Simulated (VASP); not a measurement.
# GdO (Pm-3m) in VASP: further runs, part 2 of 2

VASP 6.6.1.

### 5 Single point, PBE, collinear spin, ferromagnetic start

INCAR reads:

```
  PREC = Accurate
  ENCUT = 520
  EDIFF = 1E-7
  ISMEAR = 0
  SIGMA = 0.023
  LREAL = F
  LASPH = T
  NELM = 150
  ALGO = Normal
  ISIF = 2
  LWAVE = F
  LCHARG = T
  ISPIN = 2
  MAGMOM = 7 0
  LORBIT = 11
  LMAXMIX = 6
  GGA = PE
  LELF = T
  LVHAR = T
  NBANDS = 23
```

KPOINTS reads:

```
regular mesh
0
Gamma
  9 9 9
```

POSCAR reads:

```
GdO
1.0
    2.8018137600      0.0000000000      0.0000000000
    0.0000000000      2.8018137600      0.0000000000
    0.0000000000      0.0000000000      2.8018137600
Gd O
1 1
Direct
    0.0000000000      0.0000000000      0.0000000000
    0.5000000000      0.5000000000      0.5000000000
```

Potentials or basis: VASP PAW PBE potentials, release 64 (Gd, O).

Run with:

```
> cat potpaw_PBE.64/Gd/POTCAR potpaw_PBE.64/O/POTCAR > POTCAR
> mpirun -np 1 vasp_std > vasp.out
```

OUTCAR:

```text
PREC = Accurate
   ENCUT = 520
   EDIFF = 1E-7
   ISMEAR = 0
   LREAL = F
   LASPH = T
   NELM = 150
   ISIF = 2
   ISPIN = 2
   LORBIT = 11
   GGA = PE

 ion  position               nearest neighbor table
   1  0.000  0.000  0.000-   2 2.43   2 2.43   2 2.43   2 2.43   2 2.43   2 2.43   2 2.43   2 2.43

   2  0.500  0.500  0.500-   1 2.43   1 2.43   1 2.43   1 2.43   1 2.43   1 2.43   1 2.43   1 2.43

  LATTYP: Found a simple cubic cell.
 ALAT       =     2.8018137600

  Lattice vectors:

 A1 = (   2.8018137600,   0.0000000000,   0.0000000000)
 A2 = (   0.0000000000,   2.8018137600,   0.0000000000)
 A3 = (   0.0000000000,   0.0000000000,   2.8018137600)

Analysis of symmetry for initial positions (statically):
=====================================================================
 Subroutine PRICEL returns:
 Original cell was already a primitive cell.

 Routine SETGRP: Setting up the symmetry group for a
[... 826 lines left out ...]
      5     -11.0851      1.00000
      6       4.0402      1.00000
[... 613 lines left out ...]
     22      25.3102      0.00000
     23      26.6497      0.00000

 [... further k-points ...]

------------------------ aborting loop because EDIFF is reached ----------------------------------------

  FORCE on cell =-STRESS in cart. coord.  units (eV):
  Direction    XX          YY          ZZ          XY          YZ          ZX
  --------------------------------------------------------------------------------------
  -------------------------------------------------------------------------------------
  Total        6.6414887      6.6414887      6.6414887     -0.0000000     -0.0000000     -0.0000000
  in kB      483.7914966    483.7914966    483.7914966     -0.0000000     -0.0000000     -0.0000000
  external PRESSURE =     483.7914966 kB  Pullay stress =       0.0000000 kB

 VOLUME and BASIS-vectors are now :
 -----------------------------------------------------------------------------
  energy-cutoff  :      520.00
  volume of cell :       21.99
      direct lattice vectors                 reciprocal lattice vectors
     2.801813760  0.000000000  0.000000000     0.356911660  0.000000000  0.000000000
     0.000000000  2.801813760  0.000000000     0.000000000  0.356911660  0.000000000
     0.000000000  0.000000000  2.801813760     0.000000000  0.000000000  0.356911660

 POSITION                                       TOTAL-FORCE (eV/Angst)
 -----------------------------------------------------------------------------------
      0.00000      0.00000      0.00000         0.000000      0.000000      0.000000
      1.40091      1.40091      1.40091         0.000000      0.000000      0.000000
 -----------------------------------------------------------------------------------
    total drift:                                0.000000      0.000000     -0.000000

  FREE ENERGIE OF THE ION-ELECTRON SYSTEM (eV)
  ---------------------------------------------------
  free  energy   TOTEN  =       -20.3433134454 eV

  energy  without entropy=      -20.3431145126  energy(sigma->0) =      -20.34321398

 total charge

# of ion       s       p       d       f       tot
--------------------------------------------------
    1        2.027   5.625   0.866   7.146  15.664
    2        1.557   3.514   0.000   0.000   5.071
--------------------------------------------------
tot          3.584   9.139   0.866   7.146  20.735

 magnetization (x)

# of ion       s       p       d       f       tot
--------------------------------------------------
    1        0.001  -0.070   0.120   6.646   6.698
    2        0.001   0.006   0.000   0.000   0.007
--------------------------------------------------
tot          0.002  -0.064   0.120   6.646   6.705
```

OSZICAR:

```text
N       E                     dE             d eps       ncg     rms          rms(c)
DAV:   1     0.134407818510E+03    0.13441E+03   -0.83493E+03  4509   0.548E+03
DAV:   2    -0.370828081816E+01   -0.13812E+03   -0.12069E+03  4370   0.483E+02
[... 12 lines left out ...]
DAV:  15    -0.203433184369E+02    0.19888E-04   -0.21539E-05  4603   0.211E-01    0.228E-01
DAV:  16    -0.203433178424E+02    0.59444E-06   -0.61193E-06  5403   0.827E-02    0.143E-01
DAV:  17    -0.203433141985E+02    0.36440E-05   -0.82410E-06  4500   0.119E-01    0.626E-02
DAV:  18    -0.203433138489E+02    0.34959E-06   -0.33476E-06  5731   0.507E-02    0.172E-02
DAV:  19    -0.203433135086E+02    0.34023E-06   -0.97887E-07  4814   0.332E-02    0.719E-03
DAV:  20    -0.203433134454E+02    0.63230E-07   -0.15453E-07  3222   0.104E-02
   1 F= -.20343313E+02 E0= -.20343214E+02  d E =-.198933E-03  mag=     6.9547
```

Wall time 2 min (1 thread of Intel Xeon 8259CL, shared host); peak memory 0.18 GiB.

Results:

- Free energy: -20.3433 eV
- Pressure: 48.4 GPa
- Net moment: 6.95 μB per cell
- Site moments: Gd +6.70; O +0.01 μB
- Valence electrons inside the program's atomic spheres: Gd 15.66; O 5.07

Levels at points of the mesh, in eV from the Fermi level:
Spin up:
```tsv
k point	band 13	band 14	band 15	band 16	band 17	band 18	band 19	band 20
(0.00, 0.00, 0.00)	-3.44	-3.44	-3.44	-3.36	-3.36	2.81	7.61	7.61
```
Spin down:
```tsv
k point	band 4	band 5	band 6	band 7	band 8	band 9	band 10	band 11	band 12	band 13
(0.00, 0.00, 0.00)	-19.80	-19.80	-4.67	-4.67	-4.67	-2.45	-2.45	0.47	0.47	0.47
```

Caveat: the cell stands under pressure; spin-orbit coupling is left out, which moves the levels of the heavy elements; a cell with one magnetic atom can't hold antiferromagnetic order, which such compounds often take; semilocal functionals describe open f shells poorly, which spoils levels, moments and volumes. With open d or f shells a metallic result of PBE can be an artefact of self-interaction; +U or a hybrid may open a gap.

### 6 Single point, PBE, collinear spin, ferromagnetic start

INCAR reads:

```
PREC = Accurate
ENCUT = 520
EDIFF = 1E-6
ISMEAR = 0
SIGMA = 0.024
LREAL = F
LASPH = T
NELM = 150
ALGO = Normal
ISIF = 2
LWAVE = F
LCHARG = F
ISPIN = 2
MAGMOM = 7 0
LORBIT = 11
LMAXMIX = 6
GGA = PE
NBANDS = 23
```

KPOINTS is that of step 5.

POSCAR is that of step 5.

Potentials or basis: VASP PAW PBE potentials, release 64 (Gd, O).

Run with:

```
> cat potpaw_PBE.64/Gd/POTCAR potpaw_PBE.64/O/POTCAR > POTCAR
> mpirun -np 1 vasp_std > vasp.out
```

OUTCAR:

```text
PREC = Accurate
   ENCUT = 520
   EDIFF = 1E-6
   ISMEAR = 0
   LREAL = F
   LASPH = T
   NELM = 150
   ISIF = 2
   ISPIN = 2
   LORBIT = 11
   GGA = PE

 ion  position               nearest neighbor table
   1  0.000  0.000  0.000-   2 2.43   2 2.43   2 2.43   2 2.43   2 2.43   2 2.43   2 2.43   2 2.43

   2  0.500  0.500  0.500-   1 2.43   1 2.43   1 2.43   1 2.43   1 2.43   1 2.43   1 2.43   1 2.43

  LATTYP: Found a simple cubic cell.
 ALAT       =     2.8018137600

  Lattice vectors:

 A1 = (   2.8018137600,   0.0000000000,   0.0000000000)
 A2 = (   0.0000000000,   2.8018137600,   0.0000000000)
 A3 = (   0.0000000000,   0.0000000000,   2.8018137600)

Analysis of symmetry for initial positions (statically):
=====================================================================
 Subroutine PRICEL returns:
 Original cell was already a primitive cell.

 Routine SETGRP: Setting up the symmetry group for a
 simple cubic supercell.

 Subroutine GETGRP returns: Found 48 space group operations
 (whereof 48 operations were pure point group operations)
 out of a pool of 48 trial point group operations.

The static configuration has the point symmetry O_h .

Analysis of symmetry for dynamics (positions and initial velocities):
=====================================================================
 Subroutine PRICEL returns:
 Original cell was already a primitive cell.

 Routine SETGRP: Setting up the symmetry group for a
 simple cubic supercell.

 Subroutine GETGRP returns: Found 48 space group operations
 (whereof 48 operations were pure point group operations)
 out of a pool of 48 trial point group operations.

The dynamic configuration has the point symmetry O_h .

Analysis of structural, dynamic, and magnetic symmetry:
=====================================================================
 Subroutine PRICEL returns:
 Original cell was already a primitive cell.

 Routine SETGRP: Setting up the symmetry group for a
 simple cubic supercell.

 Subroutine GETGRP returns: Found 48 space group operations
 (whereof 48 operations were pure point group operations)
 out of a pool of 48 trial point group operations.

The overall configuration has the point symmetry O_h .

 Subroutine INISYM returns: Found 48 space group operations
 (whereof 48 operations are pure point group operations),
 and found     1 'primitive' translations

----------------------------------------------------------------------------------------

                                     Primitive cell

  volume of cell :      21.9947

  direct lattice vectors                    reciprocal lattice vectors
     2.801813760  0.000000000  0.000000000     0.356911660  0.000000000  0.000000000
     0.000000000  2.801813760  0.000000000     0.000000000  0.356911660  0.000000000
     0.000000000  0.000000000  2.801813760     0.000000000  0.000000000  0.356911660

  length of vectors
     2.801813760  2.801813760  2.801813760     0.356911660  0.356911660  0.356911660

  position of ions in fractional coordinates (direct lattice)
     0.000000000  0.000000000  0.000000000
     0.500000000  0.500000000  0.500000000

  ion indices of the primitive-cell ions
[... 67 lines left out ...]
   ISTART =      0    job   : 0-new  1-cont  2-samecut
   ICHARG =      2    charge: 1-file 2-atom 10-const
   ISPIN  =      2    spin polarized calculation?
   LNONCOLLINEAR =      F non collinear calculations
   LSORBIT =      F    spin-orbit coupling
   LASPH  =      T    aspherical Exc in radial PAW
   ENCUT  =  520.0 eV  38.22 Ry    6.18 a.u.   5.21  5.21  5.21*2*pi/ulx,y,z
   NELM   =    150;   NELMIN=  2; NELMDL= -5     # of ELM steps
   EDIFF  = 0.1E-05   stopping-criterion for ELM
   LREAL  =      F    real-space projection
   EDIFFG = 0.1E-04   stopping-criterion for IOM
   NSW    =      0    number of steps for IOM
   IBRION =     -1    ionic relax: 0-MD 1-quasi-New 2-CG
   NFREE  =      0    steps in history (QN), initial steepest desc. (CG)
   ISIF   =      2    stress and relaxation
   ISYM   =      2    0-nonsym 1-usesym 2-fastsym
   POTIM  = 0.5000    time-step for ionic-motion
   TEBEG  =    0.0;   TEEND  =   0.0 temperature during run
   PSTRESS=    0.0 pullay stress
   NELECT =      24.0000    total number of electrons
   NUPDOWN=      -1.0000    fix difference up-down
   EMIN   =  10.00;   EMAX   =-10.00  energy-range for DOS
   EFERMI =   0.00;   METHOD = LEGACY
   ISMEAR =     0;   SIGMA  =   0.02  broadening in eV -4-tet -1-fermi 0-gaus
   EFERMI_NEDOS =   21; number of points for ismear=-14 and -15
   IALGO  =     38    algorithm
   IMIX   =      4    mixing-type and parameters
     AMIX     =   0.40;   BMIX     =  1.00
     AMIX_MAG =   1.60;   BMIX_MAG =  1.00
  volume/ion in A,a.u.               =      11.00        74.21
  Fermi-wavevector in a.u.,A,eV,Ry     =   1.685412  3.184966 38.648877  2.840612
  Thomas-Fermi vector in A             =   2.768260
   LORBIT       =     11    0 simple, 1 ext, 2 COOP (PROOUT), +10 PAW based schemes
   GGA     = PE    functional components
   LHFCALC =     F    Hartree Fock is set to
   AEXX    =    0.0000 exact exchange contribution
   IVDW    =     0    specifies the selected vdW correction
   LEPSILON=     F    determine dielectric tensor
   LRPA    =     F    only Hartree local field effects (RPA)
 spin polarized calculation
 Gauss-broadening in eV      SIGMA  =   0.02
  energy-cutoff  :      520.00
  volume of cell :       21.99
 maximum number of plane-waves:       619
 NGX is ok and might be reduce to    24
   NGX = 11   NGY = 11   NGZ = 11

 number of electron      24.0000000 magnetization       6.9572014

 Free energy of the ion-electron system (eV)
  ---------------------------------------------------
  ext. energy  EPLUGINS =         0.00000000
  ---------------------------------------------------
  free energy    TOTEN  =       -20.34332676 eV

  energy without entropy =      -20.34309586  energy(sigma->0) =      -20.34321131

 E-fermi :   8.7104     XC(G=0): -13.5949

 val. band max:        8.6871612990   @ k =   0.3333   0.2222   0.1111
 cond. band min:       8.7369250092   @ k =   0.2222   0.2222   0.0000
 fundamental gap:      0.0497637102
 Fermi energy:         8.7103927645

 spin component 1

 k-point     1 :       0.0000    0.0000    0.0000
  band No.  band energies     occupation
      1     -37.2513      1.00000
      2     -13.3139      1.00000
      3     -13.3139      1.00000
      4     -13.3139      1.00000
      5     -12.6094      1.00000
      6       3.2562      1.00000
[... 613 lines left out ...]
     22      24.2463      0.00000
     23      25.7677      0.00000

 [... further k-points ...]

 spin component 2

 k-point     1 :       0.0000    0.0000    0.0000
  band No.  band energies     occupation
      1     -34.3134      1.00000
      2     -12.4665      1.00000
      3     -11.0877      1.00000
      4     -11.0877      1.00000
      5     -11.0877      1.00000
      6       4.0404      1.00000
[... 613 lines left out ...]
     22      25.3096      0.00000
     23      26.6492      0.00000

 [... further k-points ...]

------------------------ aborting loop because EDIFF is reached ----------------------------------------

  FORCE on cell =-STRESS in cart. coord.  units (eV):
  Direction    XX          YY          ZZ          XY          YZ          ZX
  --------------------------------------------------------------------------------------
  -------------------------------------------------------------------------------------
  Total        6.7134753      6.7134753      6.7134753      0.0000000      0.0000000      0.0000000
  in kB      489.0352777    489.0352777    489.0352777      0.0000000      0.0000000      0.0000000
  external PRESSURE =     489.0352777 kB  Pullay stress =       0.0000000 kB

 VOLUME and BASIS-vectors are now :
 -----------------------------------------------------------------------------
  energy-cutoff  :      520.00
  volume of cell :       21.99
      direct lattice vectors                 reciprocal lattice vectors
     2.801813760  0.000000000  0.000000000     0.356911660  0.000000000  0.000000000
     0.000000000  2.801813760  0.000000000     0.000000000  0.356911660  0.000000000
     0.000000000  0.000000000  2.801813760     0.000000000  0.000000000  0.356911660

 POSITION                                       TOTAL-FORCE (eV/Angst)
 -----------------------------------------------------------------------------------
      0.00000      0.00000      0.00000         0.000000      0.000000      0.000000
      1.40091      1.40091      1.40091         0.000000      0.000000      0.000000
 -----------------------------------------------------------------------------------
    total drift:                                0.000000      0.000000     -0.000000

  FREE ENERGIE OF THE ION-ELECTRON SYSTEM (eV)
  ---------------------------------------------------
  free  energy   TOTEN  =       -20.3433267582 eV

  energy  without entropy=      -20.3430958634  energy(sigma->0) =      -20.34321131

 total charge

# of ion       s       p       d       f       tot
--------------------------------------------------
    1        2.027   5.625   0.865   7.147  15.665
    2        1.557   3.514   0.000   0.000   5.071
--------------------------------------------------
tot          3.584   9.139   0.865   7.147  20.736

 magnetization (x)

# of ion       s       p       d       f       tot
--------------------------------------------------
    1        0.001  -0.070   0.121   6.646   6.697
    2        0.001   0.006   0.000   0.000   0.007
--------------------------------------------------
tot          0.002  -0.064   0.121   6.646   6.704
```

OSZICAR:

```text
N       E                     dE             d eps       ncg     rms          rms(c)
DAV:   1     0.134407788172E+03    0.13441E+03   -0.83493E+03  4509   0.548E+03
DAV:   2    -0.370828966012E+01   -0.13812E+03   -0.12069E+03  4370   0.483E+02
DAV:   3    -0.177282310717E+02   -0.14020E+02   -0.13651E+02  4653   0.110E+02
DAV:   4    -0.197567437591E+02   -0.20285E+01   -0.20060E+01  6131   0.270E+01
DAV:   5    -0.198229846285E+02   -0.66241E-01   -0.66187E-01  4672   0.610E+00    0.478E+01
DAV:   6    -0.229948955800E+02   -0.31719E+01   -0.20202E+01  4648   0.177E+02    0.861E+01
DAV:   7    -0.204890972736E+02    0.25058E+01   -0.34806E+00  5518   0.790E+01    0.382E+01
DAV:   8    -0.203342836736E+02    0.15481E+00   -0.86824E-01  5456   0.329E+01    0.191E+01
DAV:   9    -0.203381627438E+02   -0.38791E-02   -0.17664E-01  5800   0.110E+01    0.730E+00
DAV:  10    -0.203440135420E+02   -0.58508E-02   -0.33401E-02  5453   0.224E+00    0.263E+00
DAV:  11    -0.203435397848E+02    0.47376E-03   -0.41440E-03  5527   0.196E+00    0.771E-01
DAV:  12    -0.203432962850E+02    0.24350E-03   -0.36580E-03  4738   0.168E+00    0.543E-01
DAV:  13    -0.203433373505E+02   -0.41065E-04   -0.44274E-04  6025   0.528E-01    0.585E-01
DAV:  14    -0.203433468845E+02   -0.95341E-05   -0.84852E-05  5508   0.894E-02    0.316E-01
DAV:  15    -0.203433272488E+02    0.19636E-04   -0.20928E-05  4328   0.209E-01    0.227E-01
DAV:  16    -0.203433267582E+02    0.49056E-06   -0.57495E-06  4649   0.792E-02
   1 F= -.20343327E+02 E0= -.20343211E+02  d E =-.230895E-03  mag=     6.9559
```

stdout:

```text
POSCAR found type information on POSCAR GdO
 POSCAR found :  2 types and       2 ions
 scaLAPACK will be used
 LDA part: xc-table for (Slater+PW92), standard interpolation
 POSCAR, INCAR and KPOINTS ok, starting setup
 FFT: planning ... GRIDC
 FFT: planning ... GRID_SOFT
 FFT: planning ... GRID
 WAVECAR not read
 entering main loop
```

Run time: 99 s. Hardware: 1 thread of Intel Xeon 8259CL, shared host; peak memory 0.18 GiB.

What came out:

```yaml
Free_energy: -20.3433 eV
Pressure: 48.9 GPa
Net_moment: 6.96 μB per cell
Site_moments: Gd +6.70; O +0.01 μB
Valence_electrons_inside_the_program's_atomic_spheres: Gd 15.66; O 5.07
```

Caveat: the cell stands under pressure; spin-orbit coupling is left out, which moves the levels of the heavy elements; a cell with one magnetic atom can't hold antiferromagnetic order, which such compounds often take; semilocal functionals describe open f shells poorly, which spoils levels, moments and volumes. With open d or f shells a metallic result of PBE can be an artefact of self-interaction; +U or a hybrid may open a gap.

### 7 Summary

```csv
smearing,gap on the mesh (eV),pressure (GPa),moment (μB)
gaussian 0.02 eV,none,48.9,6.96
gaussian 0.021 eV,none,48.9,6.96
gaussian 0.022 eV,none,48.4,6.95
gaussian 0.023 eV,none,48.4,6.95
gaussian 0.024 eV,none,48.9,6.96
```

Alike in all rows: task single point; level PBE; potentials or basis VASP PAW PBE potentials, release 64 (Gd, O); spin collinear, ferromagnetic start; cell as given; k mesh 9 × 9 × 9; cutoff (eV) 520.

Caveats: the cell stands under pressure; spin-orbit coupling is left out, which moves the levels of the heavy elements; a cell with one magnetic atom can't hold antiferromagnetic order, which such compounds often take; semilocal functionals describe open f shells poorly, which spoils levels, moments and volumes.

Absolute energies hang on the potentials; compare differences alone.
